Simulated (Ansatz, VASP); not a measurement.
# One calculation of NbBiF, two programs

```xyz
3
Lattice="3.3419 0.0000 0.0000 0.0000 3.3419 0.0000 0.0000 0.0000 5.3671" Properties=species:S:1:pos:R:3 pbc="T T T"
Nb    0.0000    0.0000    0.0000
Bi    1.6709    1.6709    2.6835
F     0.0000    0.0000    2.6835
```

Alike in both runs: task single point; functional PBE; k mesh 6 × 6 × 4; occupations gaussian, width 0.1 eV; no spin polarisation.

```csv
,VASP,Ansatz
version,VASP 6.6.1,Ansatz 0.2.0
potentials or method,"VASP PAW PBE potentials, release 64 (Nb_sv, Bi_d, F), cutoff 520 eV","scalar-relativistic, plane waves, PAW"
valence electrons in the cell,35,35
```

|  | VASP | Ansatz | Ansatz less VASP |
| --- | --- | --- | --- |
| gap on the k mesh at the Fermi level (eV) | none | none | - |
| pressure (GPa) | 5.5 | 5.6 | +0.08 |
| traceless stress, the component that is largest in VASP (GPa) | -13.19 | -13.13 | +0.062 |

A gap of «none» marks a metal or a gap that the smearing closes. The functional is the same, so the differences come from potentials, cutoffs and numerics.

Neither program's run includes spin-orbit coupling.
